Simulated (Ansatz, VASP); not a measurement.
This is a calculation of SiC for VASP 6.6.1.

The input INCAR:

```
SYSTEM = SiC
ALGO = Normal
EDIFF = 1E-6
ENCUT = 600
GGA = PE
GGA_COMPAT = .False.
ISIF = 2
ISMEAR = -1
LASPH = .True.
LCHARG = .False.
LREAL = .False.
LWAVE = .False.
NBANDS = 11
NELM = 120
PREC = Accurate
SIGMA = 0.04
```

KPOINTS

```
k-points
0
Gamma
  4 4 4
  0 0 0
```

The input POSCAR:

```
SiC
1.0
    0.0000000000      2.1790000000      2.1790000000
    2.1790000000      0.0000000000      2.1790000000
    2.1790000000      2.1790000000      0.0000000000
Si C
1 1
Direct
    0.0000000000      0.0000000000      0.0000000000
    0.7500000000      0.7500000000      0.7500000000
```

Potentials or basis: VASP PAW PBE potentials, release 64 (Si, C).

Command:

```bash
$ cat potpaw_PBE.64/Si/POTCAR potpaw_PBE.64/C/POTCAR > POTCAR
$ mpirun -np 1 vasp_std > vasp.out
```

Q: Translate it to Ansatz 0.2.0. Potentials there: all-electron LAPW, scalar-relativistic.

A: As run (the cutoff follows the program's own potentials):

The input input.yaml:

```yaml
crystal:
  lattice:
    - [0.0, 2.179, 2.179]
    - [2.179, 0.0, 2.179]
    - [2.179, 2.179, 0.0]
  atoms:
    - { symbol: Si, position: [0.0, 0.0, 0.0] }
    - { symbol: C, position: [0.75, 0.75, 0.75] }
kpoints:
  mp_grid: { grid: [4, 4, 4] }
scf:
  occupations: { method: fermi_dirac, width: 0.04 }
hamiltonian:
  xc: pbe
  pseudopotentials: { kind: all_electron, lapw: { basis_error: 0.002 } }
output:
  forces: true
  stress: true
  eigenvalues: true
```

Potentials or basis: all-electron LAPW, scalar-relativistic.

The run is started by

```console
$ ansatz run input.yaml --threads 1 --pin off --max-ram 3072MiB --backend cpu --events-out ev --progress --plain --runs-dir out
```

Both were run:

|  | VASP | Ansatz | Ansatz less VASP |
| --- | --- | --- | --- |
| gap on the k mesh at the Fermi level (eV) | 1.31 | 1.31 | +0.001 |
| least direct gap on the mesh (eV) | 4.51 | 4.52 | +0.004 |
| pressure (GPa) | 3.5 | 3.7 | +0.22 |

Ansatz ran all-electron here, and VASP with PAW potentials.

The k mesh is coarse, so the values compare programs but aren't converged.
